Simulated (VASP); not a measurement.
Input of a VASP 6.6.1 run:

Contents of INCAR:

```
  PREC = Accurate
  ENCUT = 520
  EDIFF = 1E-6
  ISMEAR = -1
  SIGMA = 0.1
  LREAL = False
  LASPH = True
  NELM = 100
  ALGO = Normal
  ISIF = 2
  LWAVE = False
  LCHARG = False
  LDIPOL = True
  IDIPOL = 3
  DIPOL = 0.5 0.5 0.500
  GGA = PS
  NBANDS = 43
```

The input KPOINTS:

```
Automatic mesh
0
Gamma
  14 14 1
```

The input POSCAR:

```
W
1.0
    2.7313605553      0.0000000000      0.0000000000
   -0.9104535184      2.5751514274      0.0000000000
    0.0000000000      0.0000000000     24.9206000000
W
5
Direct
    0.0000000000      0.0000000000      0.3239899838
    0.5000000000      0.5000000000      0.4102844123
    0.0000000000      0.0000000000      0.4999999999
    0.5000000000      0.5000000000      0.5897155871
    0.0000000000      0.0000000000      0.6760100168
```

Potentials or basis: VASP PAW PBE potentials, release 64 (W_sv).

The run is started by

```sh
$ cat potpaw_PBE.64/W_sv/POTCAR > POTCAR
$ mpirun -np 1 vasp_std > vasp.out
```

(1) What does it give for the largest force?

(2) Predict the band gap on the k mesh.

Results:

(1) 0.042 eV/Å.

(2) zero (band 35 reaches 3.71 eV, above the bottom of band 36 at 1.76 eV).

Caveat: the PAW data sets were made with another functional, which shifts forces and pressure a little; spin-orbit coupling is left out, which moves the levels of the heavy elements.
